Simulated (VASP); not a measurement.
# Cd (Fm-3m) in VASP: further runs

Runs on Cd. Level: LDA. Tasks: single point, relaxation of cell and atoms.

All numbers are computed with VASP 6.6.1; they aren't measurements. Logs are shortened: lines on timing, memory, paths and dates and some standing lists are left out, and cuts for length are marked.

### 1 The cell of the first run

The structure is cubic, space group Fm-3m (No. 225). Conventional cell: a = 4.309 Å, b = 4.309 Å, c = 4.309 Å, α = 90.00°, β = 90.00°, γ = 90.00°. Within 4.0 Å of Cd (site symmetry m-3m) lie 12 Cd at 3.05 Å.

This isn't the form of Cd at room conditions, which is hcp.

### 2 Single point, LDA

Contents of INCAR:

```
ALGO     = Normal         # electronic algorithm
EDIFF    = 1E-6           # SCF threshold, eV
ENCUT    = 500            # plane-wave cutoff, eV
GGA_COMPAT= F            
ISIF     = 2              # what is computed and relaxed
ISMEAR   = 0              # smearing method
LASPH    = T              # aspherical terms in the spheres
LCHARG   = T              # write CHGCAR
LELF     = T              # ELF
LREAL    = F              # projectors in reciprocal space
LVHAR    = T            
LWAVE    = F              # write WAVECAR
NBANDS   = 12             # bands
NELM     = 120            # most SCF steps
PREC     = Accurate       # precision mode
SIGMA    = 0.1            # smearing width, eV
```

Contents of KPOINTS:

```
k-points
0
Gamma
  8 8 8
```

Contents of POSCAR:

```
Cd
1.0
    0.0000000000      2.1544995740      2.1544995740
    2.1544995740      0.0000000000      2.1544995740
    2.1544995740      2.1544995740      0.0000000000
Cd
1
Direct
    0.0000000000      0.0000000000      0.0000000000
```

Potentials or basis: VASP PAW LDA potentials, release 64 (Cd).

Run with:

```console
> cat potpaw_LDA.64/Cd/POTCAR > POTCAR
> mpirun -np 1 vasp_std > vasp.out
```

OUTCAR:

```text
EDIFF = 1E-6
   ENCUT = 500
   ISIF = 2
   ISMEAR = 0
   LASPH = T
   LREAL = F
   NELM = 120
   PREC = Accurate

 ion  position               nearest neighbor table
   1  0.000  0.000  0.000-

  LATTYP: Found a face centered cubic cell.
 ALAT       =     4.3089991480

  Lattice vectors:

 A1 = (   0.0000000000,   2.1544995740,   2.1544995740)
 A2 = (   2.1544995740,   0.0000000000,   2.1544995740)
 A3 = (   2.1544995740,   2.1544995740,   0.0000000000)

Analysis of symmetry for initial positions (statically):
=====================================================================
 Subroutine PRICEL returns:
 Original cell was already a primitive cell.

 Routine SETGRP: Setting up the symmetry group for a
 face centered cubic supercell.

 Subroutine GETGRP returns: Found 48 space group operations
 (whereof 48 operations were pure point group operations)
 out of a pool of 48 trial point group operations.

The static configuration has the point symmetry O_h .

Analysis of symmetry for dynamics (positions and initial velocities):
=====================================================================
 Subroutine PRICEL returns:
 Original cell was already a primitive cell.

 Routine SETGRP: Setting up the symmetry group for a
 face centered cubic supercell.

 Subroutine GETGRP returns: Found 48 space group operations
 (whereof 48 operations were pure point group operations)
 out of a pool of 48 trial point group operations.

The dynamic configuration has the point symmetry O_h .

 Subroutine INISYM returns: Found 48 space group operations
 (whereof 48 operations are pure point group operations),
 and found     1 'primitive' translations

----------------------------------------------------------------------------------------

                                     Primitive cell

  volume of cell :      20.0018

  direct lattice vectors                    reciprocal lattice vectors
     0.000000000  2.154499574  2.154499574    -0.232072452  0.232072452  0.232072452
     2.154499574  0.000000000  2.154499574     0.232072452 -0.232072452  0.232072452
     2.154499574  2.154499574  0.000000000     0.232072452  0.232072452 -0.232072452

  length of vectors
     3.046922518  3.046922518  3.046922518     0.401961279  0.401961279  0.401961279

  position of ions in fractional coordinates (direct lattice)
     0.000000000  0.000000000  0.000000000

  ion indices of the primitive-cell ions
   primitive index   ion index
                 1           1

----------------------------------------------------------------------------------------

 KPOINTS: k-points

Automatic generation of k-mesh.
 Grid dimensions read from file:
 generate k-points for:    8    8    8

 Generating k-lattice:

  Cartesian coordinates                     Fractional coordinates (reciprocal lattice)
    -0.029009057  0.029009057  0.029009057     0.125000000  0.000000000  0.000000000
     0.029009057 -0.029009057  0.029009057     0.000000000  0.125000000  0.000000000
     0.029009057  0.029009057 -0.029009057     0.000000000  0.000000000  0.125000000

  Length of vectors
     0.050245160  0.050245160  0.050245160

  Shift w.r.t. Gamma in fractional coordinates (k-lattice)
     0.000000000  0.000000000  0.000000000

 Subroutine IBZKPT returns following result:
 ===========================================

 Found     29 irreducible k-points:

 Following reciprocal coordinates:
            Coordinates               Weight
  0.000000  0.000000  0.000000      1.000000
  0.125000  0.000000  0.000000      8.000000
  0.250000  0.000000  0.000000      8.000000
  0.375000  0.000000  0.000000      8.000000
  0.500000  0.000000  0.000000      4.000000
  0.125000  0.125000  0.000000      6.000000
[... 16 lines left out ...]
  0.500000  0.250000  0.125000     48.000000
 -0.375000  0.250000  0.125000     24.000000
 [... further k-points ...]
   k-points           NKPTS =     29   k-points in BZ     NKDIM =     29   number of bands    NBANDS=     12
   number of dos      NEDOS =    301   number of ions     NIONS =      1
   total plane-waves  NPLWV =  13824
   dimension x,y,z NGX =    24 NGY =   24 NGZ =   24
   dimension x,y,z NGXF=    48 NGYF=   48 NGZF=   48
   ions per type =               1
   NGX,Y,Z   is equivalent  to a cutoff of  13.09, 13.09, 13.09 a.u.
   NGXF,Y,Z  is equivalent  to a cutoff of  26.19, 26.19, 26.19 a.u.
 SYSTEM =  unknown system
   PREC   = accura    normal or accurate (medium, high low for compatibility)
   ISTART =      0    job   : 0-new  1-cont  2-samecut
   ICHARG =      2    charge: 1-file 2-atom 10-const
   ISPIN  =      1    spin polarized calculation?
   LNONCOLLINEAR =      F non collinear calculations
   LSORBIT =      F    spin-orbit coupling
   LASPH  =      T    aspherical Exc in radial PAW
   ENCUT  =  500.0 eV  36.75 Ry    6.06 a.u.   5.56  5.56  5.56*2*pi/ulx,y,z
   NELM   =    120;   NELMIN=  2; NELMDL= -5     # of ELM steps
   EDIFF  = 0.1E-05   stopping-criterion for ELM
   LREAL  =      F    real-space projection
   EDIFFG = 0.1E-04   stopping-criterion for IOM
   NSW    =      0    number of steps for IOM
   IBRION =     -1    ionic relax: 0-MD 1-quasi-New 2-CG
   NFREE  =      0    steps in history (QN), initial steepest desc. (CG)
   ISIF   =      2    stress and relaxation
   ISYM   =      2    0-nonsym 1-usesym 2-fastsym
   POTIM  = 0.5000    time-step for ionic-motion
   TEBEG  =    0.0;   TEEND  =   0.0 temperature during run
   PSTRESS=    0.0 pullay stress
   NELECT =      12.0000    total number of electrons
   NUPDOWN=      -1.0000    fix difference up-down
   EMIN   =  10.00;   EMAX   =-10.00  energy-range for DOS
   EFERMI =   0.00;   METHOD = LEGACY
   ISMEAR =     0;   SIGMA  =   0.10  broadening in eV -4-tet -1-fermi 0-gaus
   EFERMI_NEDOS =   21; number of points for ismear=-14 and -15
   IALGO  =     38    algorithm
   IMIX   =      4    mixing-type and parameters
     AMIX     =   0.40;   BMIX     =  1.00
     AMIX_MAG =   1.60;   BMIX_MAG =  1.00
  volume/ion in A,a.u.               =      20.00       134.98
  Fermi-wavevector in a.u.,A,eV,Ry     =   1.380741  2.609222 25.938762  1.906445
  Thomas-Fermi vector in A             =   2.505590
   LORBIT       =      0    0 simple, 1 ext, 2 COOP (PROOUT), +10 PAW based schemes
   GGA     = CA    functional components
   LHFCALC =     F    Hartree Fock is set to
   AEXX    =    0.0000 exact exchange contribution
   IVDW    =     0    specifies the selected vdW correction
   LEPSILON=     F    determine dielectric tensor
   LRPA    =     F    only Hartree local field effects (RPA)
 non-spin polarized calculation
 Gauss-broadening in eV      SIGMA  =   0.10
  energy-cutoff  :      500.00
  volume of cell :       20.00
 maximum number of plane-waves:       531
 NGX is ok and might be reduce to    24
   NGX = 11   NGY = 11   NGZ = 11

 number of electron      11.9999995 magnetization

 Free energy of the ion-electron system (eV)
  ---------------------------------------------------
  ext. energy  EPLUGINS =         0.00000000
  ---------------------------------------------------
  free energy    TOTEN  =        -1.49787500 eV

  energy without entropy =       -1.49605376  energy(sigma->0) =       -1.49696438

 E-fermi :   2.9698     XC(G=0): -11.7947

 val. band max:        2.8153974721   @ k =  -0.3750   0.3750   0.1250
 cond. band min:       3.0584383418   @ k =   0.5000   0.1250   0.0000
 fundamental gap:      0.2430408696
 Fermi energy:         2.9697986010

 k-point     1 :       0.0000    0.0000    0.0000
  band No.  band energies     occupation
      1      -6.2361      2.00000
      2      -6.0739      2.00000
      3      -6.0739      2.00000
      4      -6.0739      2.00000
      5      -5.5153      2.00000
      6      -5.5153      2.00000
      7      17.5409      0.00000
      8      18.9973      0.00000
      9      18.9973      0.00000
     10      18.9973      0.00000
     11      22.6495      0.00000
     12      22.6495      0.00000

 k-point     2 :       0.1250    0.0000    0.0000
  band No.  band energies     occupation
      1      -6.1929      2.00000
      2      -6.0046      2.00000
      3      -6.0046      2.00000
      4      -5.7303      2.00000
      5      -5.5269      2.00000
      6      -5.5269      2.00000
      7      14.8647      0.00000
      8      17.8941      0.00000
      9      18.4847      0.00000
     10      18.4847      0.00000
     11      22.7125      0.00000
     12      23.4682      0.00000

 k-point     3 :       0.2500    0.0000    0.0000
  band No.  band energies     occupation
      1      -6.4168      2.00000
      2      -5.9537      2.00000
      3      -5.9537      2.00000
      4      -5.4262      2.00000
      5      -5.4262      2.00000
      6      -4.2984      2.00000
      7       9.9072      0.00000
      8      17.5966      0.00000
      9      17.5966      0.00000
     10      17.6007      0.00000
     11      22.2824      0.00000
     12      22.3738      0.00000
[... 286 lines left out ...]
 k-point    23 :       0.5000    0.2500    0.1250
  band No.  band energies     occupation
      1      -6.3810      2.00000
      2      -6.1520      2.00000
      3      -5.8323      2.00000
      4      -5.5474      2.00000
      5      -5.1919      2.00000
      6      -0.6322      2.00000
      7       6.3522      0.00000
      8      10.5876      0.00000
      9      12.9332      0.00000
     10      18.4017      0.00000
     11      21.4538      0.00000
     12      23.8787      0.00000

 k-point    24 :      -0.3750    0.2500    0.1250
  band No.  band energies     occupation
      1      -6.3889      2.00000
      2      -6.2349      2.00000
      3      -5.7013      2.00000
      4      -5.6332      2.00000
      5      -5.0986      2.00000
      6       2.2778      2.00000
      7       2.7115      1.99974
      8      10.9765      0.00000
      9      11.6929      0.00000
     10      18.1145      0.00000
     11      21.6006      0.00000
     12      26.6767      0.00000

 [... further k-points ...]
[... 5 lines left out ...]
  --------------------------------------------------------------------------------------
  -------------------------------------------------------------------------------------
  Total        0.0776454      0.0776454      0.0776454     -0.0000000      0.0000000      0.0000000
  in kB        6.2195237      6.2195237      6.2195237     -0.0000000      0.0000000      0.0000000
  external PRESSURE =       6.2195237 kB  Pullay stress =       0.0000000 kB

 VOLUME and BASIS-vectors are now :
 -----------------------------------------------------------------------------
  energy-cutoff  :      500.00
  volume of cell :       20.00
      direct lattice vectors                 reciprocal lattice vectors
     0.000000000  2.154499574  2.154499574    -0.232072452  0.232072452  0.232072452
     2.154499574  0.000000000  2.154499574     0.232072452 -0.232072452  0.232072452
     2.154499574  2.154499574  0.000000000     0.232072452  0.232072452 -0.232072452

 POSITION                                       TOTAL-FORCE (eV/Angst)
 -----------------------------------------------------------------------------------
      0.00000      0.00000      0.00000        -0.000000     -0.000000     -0.000000
 -----------------------------------------------------------------------------------
    total drift:                               -0.000000      0.000000      0.000000

  FREE ENERGIE OF THE ION-ELECTRON SYSTEM (eV)
  ---------------------------------------------------
  free  energy   TOTEN  =        -1.4978750022 eV

  energy  without entropy=       -1.4960537599  energy(sigma->0) =       -1.49696438
```

It took 2.2 s on 1 thread of Intel Xeon 6975P-C (Granite Rapids), shared host; peak memory 0.12 GiB.

Results:

- Free energy: -1.4979 eV
- Pressure: 0.6 GPa
- Band gap on the k mesh: zero (bands 6 and 7 overlap by 3.34 eV)

### 3 Relaxation of cell and atoms, LDA

This run uses another cell than the first one, of 21.59 Å³/atom.

Contents of INCAR:

```
SYSTEM = Cd
ALGO = Normal
EDIFF = 1E-7
EDIFFG = -0.03
ENCUT = 500
GGA_COMPAT = .False.
IBRION = 2
ISIF = 3
ISMEAR = 0
LASPH = .True.
LCHARG = .False.
LREAL = .False.
LWAVE = .False.
NELM = 120
NELMIN = 4
NSW = 60
PREC = Accurate
SIGMA = 0.1
```

Contents of KPOINTS:

```
k-points
0
Gamma
  8 8 8
  0 0 0
```

Contents of POSCAR:

```
Cd
1.0
    0.0000000000      2.2100000000      2.2100000000
    2.2100000000      0.0000000000      2.2100000000
    2.2100000000      2.2100000000      0.0000000000
Cd
1
Direct
    0.0000000000      0.0000000000      0.0000000000
```

Potentials or basis: VASP PAW LDA potentials, release 64 (Cd).

Run with:

```console
> cat potpaw_LDA.64/Cd/POTCAR > POTCAR
> mpirun -np 1 vasp_std > vasp.out
```

Wall time 3.8 s (1 thread of Intel Xeon 6975P-C (Granite Rapids), shared host); peak memory 0.13 GiB.

It converged, with:

```
Free energy                           : -1.4983 eV
Relaxed volume                        : 20.18 Å³/atom
Relaxed cell                          : a = 3.056 Å, b = 3.056 Å, c = 3.056 Å, α = 60.00°, β = 60.00°, γ = 60.00°
Space group after relaxing (to 0.1 Å) : Fm-3m (No. 225)
Energy gained by relaxing             : 18.0 meV/atom
Ionic steps                           : 3
Pressure after relaxing               : 0.0 GPa
Band gap on the k mesh                : zero (bands 6 and 7 overlap by 3.35 eV)
```

Step by step:
| step | energy change (eV) | largest force (eV/Å) | pressure (GPa) | volume (Å³) |
| --- | --- | --- | --- | --- |
| 1 | 0.0000 | 0.0000 | -3.81 | 21.59 |
| 2 | -0.0177 | 0.0000 | 0.53 | 20.02 |
| 3 | -0.0180 | 0.0000 | 0.02 | 20.18 |

Final structure:
```xyz
1
Lattice="0.0000 2.1608 2.1608 2.1608 0.0000 2.1608 2.1608 2.1608 0.0000" Properties=species:S:1:pos:R:3 pbc="T T T"
Cd    0.0000    0.0000    0.0000
```

Levels at points of the mesh, in eV from the Fermi level:
```
           k point  band 4  band 5  band 6  band 7  band 8  band 9
(0.00, 0.00, 0.00)   -9.01   -8.46   -8.46   14.55   15.94   15.94
(0.50, 0.00, 0.00)   -8.02   -8.02   -2.35   -0.93   13.44   13.44
(0.50, 0.50, 0.00)   -7.90   -7.90   -0.74    1.95    7.29    7.29
```

(Continued in part 2 of 3.)
